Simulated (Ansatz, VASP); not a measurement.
Given: the input of a run of Ansatz 0.2.0 on Au.

input.yaml

```yaml
crystal:
  lattice:
    - [0.0, 2.035, 2.035]
    - [2.035, 0.0, 2.035]
    - [2.035, 2.035, 0.0]
  atoms:
    - { symbol: Au, position: [0.0, 0.0, 0.0] }
kpoints:
  mp_grid: { grid: [11, 11, 11] }
scf:
  occupations: { method: fermi_dirac, width: 0.05 }
hamiltonian:
  xc: pbesol
  dispersion: d3bj
  pseudopotentials: { kind: all_electron, lapw: { basis_error: 0.001 } }
output:
  forces: true
  stress: true
relax:
  f_tol: 0.005
  max_steps: 60
  cell: {}
```

Potentials or basis: all-electron LAPW, scalar-relativistic.

The run is started by

```console
$ ansatz run input.yaml --threads 1 --pin off --max-ram 3072MiB --backend cpu --events-out ev --progress --plain --runs-dir out
```

Q: Set up the same calculation for VASP 6.6.1. Potentials there: VASP PAW PBE potentials, release 64 (Au).

A: As run (the cutoff follows the program's own potentials):

File INCAR:

```
SYSTEM = Au
PREC = Accurate
ENCUT = 500
EDIFF = 1E-7
ISMEAR = -1
SIGMA = 0.05
LREAL = .False.
LASPH = .True.
NELM = 120
ALGO = Normal
ISIF = 3
LWAVE = .False.
LCHARG = .False.
GGA = PS
IVDW = 12
IBRION = 2
NSW = 80
EDIFFG = -0.005
GGA_COMPAT = .False.
NELMIN = 4
```

The input KPOINTS:

```
regular mesh
0
Gamma
  11 11 11
  0 0 0
```

File POSCAR:

```
Au
1.0
    0.0000000000      2.0350000000      2.0350000000
    2.0350000000      0.0000000000      2.0350000000
    2.0350000000      2.0350000000      0.0000000000
Au
1
Direct
    0.0000000000      0.0000000000      0.0000000000
```

Potentials or basis: VASP PAW PBE potentials, release 64 (Au).

The run is started by

```console
$ cat potpaw_PBE.64/Au/POTCAR > POTCAR
$ mpirun -np 1 vasp_std > vasp.out
```

Both were run:

|  | VASP | Ansatz | Ansatz less VASP |
| --- | --- | --- | --- |
| relaxed volume (Å³/atom) | 16.42 | 16.45 | +0.027 |
| relaxed cell length with the largest relative difference (Å) | 2.853 | 2.855 | +0.0015 |

VASP's potentials were made for PBE, not for PBEsol. Ansatz ran all-electron here, and VASP with PAW potentials.

Spin-orbit coupling is off throughout.
